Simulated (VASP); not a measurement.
# Sn5Se2S3 (I4/mmm) in VASP: single point with PBE

Aim: the single point of Sn5Se2S3 with PBE.

All numbers are computed with VASP 6.6.1; they aren't measurements. Logs are shortened: lines on timing, memory, paths and dates and some standing lists are left out, and cuts for length are marked.

**1. The cell of the first run**

Symmetry: I4/mmm, No. 139, tetragonal system. Conventional cell: a = 4.202 Å, b = 4.202 Å, c = 29.660 Å, α = 90.00°, β = 90.00°, γ = 90.00°. Sn (site symmetry 4mm) has 1 S at 2.93 Å and 5 Se at 2.97 to 3.07 Å within 3.9 Å. Within 3.8 Å of Sn (site symmetry 4mm) lie 5 S at 2.89 to 2.97 Å and 1 Se at 3.02 Å. Within 3.8 Å of Sn (site symmetry 4/mmm) lie 6 S at 2.92 to 2.97 Å. Se (site symmetry 4mm) has 6 Sn at 2.97 to 3.07 Å within 3.9 Å. Within 3.8 Å of S (site symmetry 4mm) lie 6 Sn at 2.92 to 2.97 Å. Within 3.8 Å of S (site symmetry 4/mmm) lie 6 Sn at 2.89 to 2.97 Å.

**2. Single point, PBE**

Input file INCAR:

```
SYSTEM = Sn5Se2S3
PREC = Accurate
ENCUT = 520
EDIFF = 1E-7
ISMEAR = 0
SIGMA = 0.2
LREAL = .FALSE.
LASPH = .TRUE.
NELM = 100
ALGO = Normal
ISIF = 2
LWAVE = .FALSE.
LCHARG = .FALSE.
GGA = PE
NBANDS = 61
```

Input file KPOINTS:

```
regular mesh
0
G
  6 6 6
  0 0 0
```

Input file POSCAR:

```
Sn5Se2S3
1.0
    0.0000000000     -4.2020662000      0.0000000000
    4.2020662000      0.0000000000      0.0000000000
   -2.1010331000      2.1010331000     14.8301465000
Sn Se S
5 2 3
Direct
    0.6971790000      0.6971790000      0.3943580000
    0.3028210000      0.3028210000      0.6056420000
    0.9024140000      0.9024140000      0.8048280000
    0.5000000000      0.5000000000      0.0000000000
    0.0975860000      0.0975860000      0.1951720000
    0.8006660000      0.8006660000      0.6013320000
    0.1993340000      0.1993340000      0.3986680000
    0.4016530000      0.4016530000      0.8033060000
    0.0000000000      0.0000000000      0.0000000000
    0.5983470000      0.5983470000      0.1966940000
```

Potentials or basis: VASP PAW PBE potentials, release 64 (Sn_d, Se, S).

Run with:

```
$ cat potpaw_PBE.64/Sn_d/POTCAR potpaw_PBE.64/Se/POTCAR potpaw_PBE.64/S/POTCAR > POTCAR
$ mpirun -np 1 vasp_std > vasp.out
```

OUTCAR:

```text
SYSTEM = Sn5Se2S3
   PREC = Accurate
   ENCUT = 520
   EDIFF = 1E-7
   ISMEAR = 0
   LREAL = .FALSE.
   LASPH = .TRUE.
   NELM = 100
   ISIF = 2
   GGA = PE

 ion  position               nearest neighbor table
   1  0.697  0.697  0.394-  10 2.93   7 2.97   7 2.97   7 2.97   7 2.97   6 3.07
   2  0.303  0.303  0.606-   8 2.93   6 2.97   6 2.97   6 2.97   6 2.97   7 3.07
   3  0.902  0.902  0.805-   9 2.89   8 2.97   8 2.97   8 2.97   8 2.97   6 3.02
   4  0.500  0.500  0.000-   8 2.92  10 2.92   9 2.97   9 2.97   9 2.97   9 2.97
   5  0.098  0.098  0.195-   9 2.89  10 2.97  10 2.97  10 2.97  10 2.97   7 3.02
   6  0.801  0.801  0.601-   2 2.97   2 2.97   2 2.97   2 2.97   3 3.02   1 3.07
   7  0.199  0.199  0.399-   1 2.97   1 2.97   1 2.97   1 2.97   5 3.02   2 3.07
   8  0.402  0.402  0.803-   4 2.92   2 2.93   3 2.97   3 2.97   3 2.97   3 2.97
   9  0.000  0.000  0.000-   3 2.89   5 2.89   4 2.97   4 2.97   4 2.97   4 2.97
  10  0.598  0.598  0.197-   4 2.92   1 2.93   5 2.97   5 2.97   5 2.97   5 2.97

  LATTYP: Found a body centered tetragonal cell.
 ALAT       =     4.2020662000
 C/A-ratio  =     7.0585020769

  Lattice vectors:

 A1 = (  -2.1010331000,  -2.1010331000, -14.8301465000)
 A2 = (   2.1010331000,   2.1010331000, -14.8301465000)
 A3 = (   2.1010331000,  -2.1010331000,  14.8301465000)

Analysis of symmetry for initial positions (statically):
=====================================================================
 Subroutine PRICEL returns:
 Original cell was already a primitive cell.

 Routine SETGRP: Setting up the symmetry group for a
 body centered tetragonal supercell.

 Subroutine GETGRP returns: Found 16 space group operations
 (whereof 16 operations were pure point group operations)
 out of a pool of 16 trial point group operations.

The static configuration has the point symmetry D_4h.

Analysis of symmetry for dynamics (positions and initial velocities):
=====================================================================
 Subroutine PRICEL returns:
 Original cell was already a primitive cell.

 Routine SETGRP: Setting up the symmetry group for a
 body centered tetragonal supercell.

 Subroutine GETGRP returns: Found 16 space group operations
 (whereof 16 operations were pure point group operations)
 out of a pool of 16 trial point group operations.

The dynamic configuration has the point symmetry D_4h.

 Subroutine INISYM returns: Found 16 space group operations
[... 115 lines left out ...]
   EDIFFG = 0.1E-05   stopping-criterion for IOM
   NSW    =      0    number of steps for IOM
   IBRION =     -1    ionic relax: 0-MD 1-quasi-New 2-CG
   NFREE  =      0    steps in history (QN), initial steepest desc. (CG)
   ISIF   =      2    stress and relaxation
   ISYM   =      2    0-nonsym 1-usesym 2-fastsym
   POTIM  = 0.5000    time-step for ionic-motion
   TEBEG  =    0.0;   TEEND  =   0.0 temperature during run
   PSTRESS=    0.0 pullay stress
   NELECT =     100.0000    total number of electrons
   NUPDOWN=      -1.0000    fix difference up-down
   EMIN   =  10.00;   EMAX   =-10.00  energy-range for DOS
   EFERMI =   0.00;   METHOD = LEGACY
   ISMEAR =     0;   SIGMA  =   0.20  broadening in eV -4-tet -1-fermi 0-gaus
   EFERMI_NEDOS =   21; number of points for ismear=-14 and -15
   IALGO  =     38    algorithm
   IMIX   =      4    mixing-type and parameters
     AMIX     =   0.40;   BMIX     =  1.00
     AMIX_MAG =   1.60;   BMIX_MAG =  1.00
  volume/ion in A,a.u.               =      26.19       176.71
  Fermi-wavevector in a.u.,A,eV,Ry     =   1.187730  2.244484 19.193776  1.410703
  Thomas-Fermi vector in A             =   2.323875
   LORBIT       =      0    0 simple, 1 ext, 2 COOP (PROOUT), +10 PAW based schemes
   GGA     = PE    functional components
   LHFCALC =     F    Hartree Fock is set to
   AEXX    =    0.0000 exact exchange contribution
   IVDW    =     0    specifies the selected vdW correction
   LEPSILON=     F    determine dielectric tensor
   LRPA    =     F    only Hartree local field effects (RPA)
 non-spin polarized calculation
 Gauss-broadening in eV      SIGMA  =   0.20
  energy-cutoff  :      520.00
  volume of cell :      261.86
 maximum number of plane-waves:      7081
   NGX = 15   NGY = 15   NGZ = 57

 number of electron     100.0000016 magnetization

 Free energy of the ion-electron system (eV)
  ---------------------------------------------------
  ext. energy  EPLUGINS =         0.00000000
  ---------------------------------------------------
  free energy    TOTEN  =       -42.71334205 eV

  energy without entropy =      -42.70062167  energy(sigma->0) =      -42.70698186

 E-fermi :   6.1016     XC(G=0):  -9.6126

 val. band max:        5.9907203208   @ k =   0.5000   0.0000   0.1667
 cond. band min:       6.1917799802   @ k =   0.5000   0.0000   0.1667
 fundamental gap:      0.2010596594
 Fermi energy:         6.1016061962

 k-point     1 :       0.0000    0.0000    0.0000
  band No.  band energies     occupation
      1     -15.8403      2.00000
      2     -15.8310      2.00000
      3     -15.8227      2.00000
      4     -15.8184      2.00000
      5     -15.8184      2.00000
      6     -15.7926      2.00000
[... 1525 lines left out ...]
     60      10.5552      0.00000
     61      10.7151      0.00000

 [... further k-points ...]
[... 5 lines left out ...]
  --------------------------------------------------------------------------------------
  -------------------------------------------------------------------------------------
  Total       -0.3636755     -0.3636755     -0.2803425      0.0000000      0.0000000     -0.0000000
  in kB       -2.2251197     -2.2251197     -1.7152534      0.0000000      0.0000000     -0.0000000
  external PRESSURE =      -2.0551643 kB  Pullay stress =       0.0000000 kB

 VOLUME and BASIS-vectors are now :
 -----------------------------------------------------------------------------
  energy-cutoff  :      520.00
  volume of cell :      261.86
      direct lattice vectors                 reciprocal lattice vectors
     0.000000000 -4.202066200  0.000000000     0.000000000 -0.237978164  0.033715109
     4.202066200  0.000000000  0.000000000     0.237978164  0.000000000  0.033715109
    -2.101033100  2.101033100 14.830146500     0.000000000  0.000000000  0.067430217

 POSITION                                       TOTAL-FORCE (eV/Angst)
 -----------------------------------------------------------------------------------
      2.10103     -2.10103      5.84839         0.000000     -0.000000     -0.027766
      0.00000      0.00000      8.98176        -0.000000      0.000000      0.027766
      2.10103     -2.10103     11.93572        -0.000000      0.000000      0.019726
      2.10103     -2.10103      0.00000        -0.000000      0.000000      0.000000
      0.00000      0.00000      2.89443         0.000000     -0.000000     -0.019726
      2.10103     -2.10103      8.91784         0.000000      0.000000     -0.012571
      0.00000      0.00000      5.91230         0.000000      0.000000      0.012571
      0.00000     -0.00000     11.91315        -0.000000      0.000000     -0.018927
      0.00000      0.00000      0.00000         0.000000      0.000000      0.000000
      2.10103     -2.10103      2.91700         0.000000     -0.000000      0.018927
 -----------------------------------------------------------------------------------
    total drift:                                0.000000     -0.000000     -0.000000

  FREE ENERGIE OF THE ION-ELECTRON SYSTEM (eV)
  ---------------------------------------------------
  free  energy   TOTEN  =       -42.7133420470 eV

  energy  without entropy=      -42.7006216659  energy(sigma->0) =      -42.70698186
```

OSZICAR:

```text
N       E                     dE             d eps       ncg     rms          rms(c)
DAV:   1     0.115519578942E+04    0.11552E+04   -0.45409E+04  3970   0.213E+03
DAV:   2     0.176611896934E+03   -0.97858E+03   -0.95259E+03  3676   0.634E+02
DAV:   3    -0.250443500189E+02   -0.20166E+03   -0.19403E+03  4200   0.217E+02
DAV:   4    -0.433282721188E+02   -0.18284E+02   -0.17931E+02  4280   0.623E+01
DAV:   5    -0.441597930643E+02   -0.83152E+00   -0.82616E+00  4715   0.134E+01    0.103E+01
DAV:   6    -0.426688352671E+02    0.14910E+01   -0.35702E+00  4683   0.739E+00    0.661E+00
DAV:   7    -0.427204311507E+02   -0.51596E-01   -0.12083E+00  4881   0.340E+00    0.267E+00
DAV:   8    -0.427132091737E+02    0.72220E-02   -0.16518E-01  4543   0.193E+00    0.452E-01
DAV:   9    -0.427123570722E+02    0.85210E-03   -0.17938E-02  4699   0.590E-01    0.179E-01
DAV:  10    -0.427130843909E+02   -0.72732E-03   -0.38494E-03  4961   0.199E-01    0.113E-01
DAV:  11    -0.427132816514E+02   -0.19726E-03   -0.34317E-04  4502   0.906E-02    0.400E-02
DAV:  12    -0.427133299378E+02   -0.48286E-04   -0.11924E-04  4802   0.399E-02    0.217E-02
DAV:  13    -0.427133404503E+02   -0.10512E-04   -0.11043E-05  4230   0.163E-02    0.860E-03
DAV:  14    -0.427133419118E+02   -0.14615E-05   -0.24103E-06  3538   0.718E-03    0.574E-03
DAV:  15    -0.427133420750E+02   -0.16325E-06   -0.13777E-06  3632   0.375E-03    0.147E-03
DAV:  16    -0.427133420470E+02    0.28051E-07   -0.63099E-08  2523   0.177E-03
   1 F= -.42713342E+02 E0= -.42706982E+02  d E =-.127204E-01
```

stdout:

```text
POSCAR found type information on POSCAR SnSeS
 POSCAR found :  3 types and      10 ions
 scaLAPACK will be used
 LDA part: xc-table for (Slater+PW92), standard interpolation
 POSCAR, INCAR and KPOINTS ok, starting setup
 FFT: planning ... GRIDC
 FFT: planning ... GRID_SOFT
 FFT: planning ... GRID
 WAVECAR not read
 entering main loop
```

It took 15 min on 1 thread of Intel Xeon 8259CL, shared host; peak memory 0.55 GiB.

Results:

```
Free energy            : -42.7133 eV
Pressure               : -0.2 GPa
Largest force          : 0.028 eV/Å
Band gap on the k mesh : 0.20 eV
```

Forces in eV/Å, atoms in the order of the input:
```
Sn   0.000  0.000 -0.028
Sn   0.000  0.000  0.028
Sn   0.000  0.000  0.020
Sn   0.000  0.000  0.000
Sn   0.000  0.000 -0.020
Se   0.000  0.000 -0.013
Se   0.000  0.000  0.013
S    0.000  0.000 -0.019
S    0.000  0.000  0.000
S    0.000  0.000  0.019
```

Levels at points of the mesh, in eV from the valence-band top:
| k point | band 47 | band 48 | band 49 | band 50 | band 51 | band 52 | band 53 | band 54 |
| --- | --- | --- | --- | --- | --- | --- | --- | --- |
| (0.00, 0.00, 0.00) | -2.44 | -2.44 | -1.23 | -1.09 | 1.51 | 1.53 | 3.15 | 3.17 |
| (0.50, 0.00, 0.00) | -0.71 | -0.39 | -0.14 | -0.08 | 0.38 | 0.40 | 0.44 | 0.96 |
| (0.50, 0.50, 0.00) | -3.09 | -2.86 | -1.49 | -1.40 | 1.98 | 1.99 | 3.01 | 3.27 |
| (0.00, 0.00, 0.50) | -2.56 | -2.56 | -1.95 | -1.58 | 2.68 | 2.83 | 2.85 | 3.01 |

Caveat: semilocal functionals underestimate gaps, and a narrow one can read as zero; spin-orbit coupling is left out, which moves the levels of the heavy elements. A k mesh can miss the band edges.
